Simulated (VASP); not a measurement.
Here is a VASP 6.6.1 calculation.

The input INCAR:

```
ALGO = Normal ; EDIFF = 1E-7
ENCUT = 520 ; GGA = PE
ISIF = 2 ; ISMEAR = 0
LASPH = True ; LCHARG = False
LREAL = Auto ; LWAVE = False
NBANDS = 46 ; NELM = 80
PREC = Accurate ; SIGMA = 0.02
```

The input KPOINTS:

```
k-points
0
Gamma
  4 4 4
```

File POSCAR:

```
H6C3NO
1.0
    5.1818202309     -0.0241364035     -0.0953287006
    1.3867854698      5.8710719657     -0.3510325505
    0.2272539793      2.2738497108      6.7607407890
H C N O
12 6 2 2
Direct
    0.7385798124      0.7387983590      0.9649882823
    0.2614201876      0.2612016410      0.0350117177
    0.6643880742     -0.0000675139      0.7756470119
    0.3356119258      1.0000675139      0.2243529881
    0.1314856610      0.0457728469      0.8033594814
    0.8685143390      0.9542271531      0.1966405186
    0.2108544993      0.7800938941      0.9890383057
    0.7891455007      0.2199061059      0.0109616943
    0.7659093827      0.5392790226      0.5215460540
    0.2340906173      0.4607209774      0.4784539460
    0.5253328524      0.6800844590      0.6555942526
    0.4746671476      0.3199155410      0.3444057474
    0.9119410226      0.7066965465      0.6980914029
    0.0880589774      0.2933034535      0.3019085971
    0.8268639725      0.8488709787      0.8447981903
    0.1731360275      0.1511290213      0.1552018097
    0.0481752030      0.9327837660      0.9242243578
    0.9518247970      0.0672162340      0.0757756422
    0.7181788995      0.6415054120      0.6178989328
    0.2818211005      0.3584945880      0.3821010672
    0.1488456541      0.6517149585      0.6555816425
    0.8511543459      0.3482850415      0.3444183575
```

Potentials or basis: VASP PAW PBE potentials, release 64 (H, C, N, O).

Command:

```console
$ cat potpaw_PBE.64/H/POTCAR potpaw_PBE.64/C/POTCAR potpaw_PBE.64/N/POTCAR potpaw_PBE.64/O/POTCAR > POTCAR
$ mpirun -np 1 vasp_std > vasp.out
```

Question: What does it give for the pressure?

Answer: 0.1 GPa.

Question: What does it give for the largest force?

Answer: 0.377 eV/Å.

Stress tensor (GPa, compression positive):
```
 0.50 -0.18 -0.12
-0.18  0.04  0.03
-0.12  0.03 -0.12
```

Caveat: this functional lacks dispersion, which holds the molecules together, so the pressure and a relaxed volume are unreliable.
